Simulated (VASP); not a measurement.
S, 4 atoms in the cell. Symmetry: P4_2/mmc, No. 131, tetragonal system. Conventional cell: a = 5.448 Å, b = 5.448 Å, c = 3.910 Å, α = 90.00°, β = 90.00°, γ = 90.00°. S (site symmetry m2m) has 5 S at 2.06 to 2.44 Å within 2.7 Å. The cell was generated, and may not be a known phase.

```yaml
Program: VASP 6.6.1
Task: relaxation of cell and atoms
Functional: PBE
Potentials_or_basis: VASP PAW PBE potentials, release 64 (S)
Cutoff: 600 eV
k_mesh: 4 × 4 × 4
Occupations: gaussian, width 0.1 eV
Spin: no spin polarisation
Dipole_correction: no
Further_INCAR_settings: ALGO = Normal; EDIFF = 1e-07; IBRION = 2; EDIFFG = -0.04; NSW = 90; ISIF = 3
```

Potentials or basis: VASP PAW PBE potentials, release 64 (S).

Run with:

```sh
$ cat potpaw_PBE.64/S/POTCAR > POTCAR
$ mpirun -np 1 vasp_std > vasp.out
```

Hardware: 1 thread of Oxide Virtual Turin-like Processor, with other jobs on the host.

Problem. How long does it take, and how much memory?

Solution. Run time: 6.5 min on 1 thread of Oxide Virtual Turin-like Processor (shared host), peak memory 0.23 GiB. Counts: scf iterations 125, k points 18, ion steps 12.
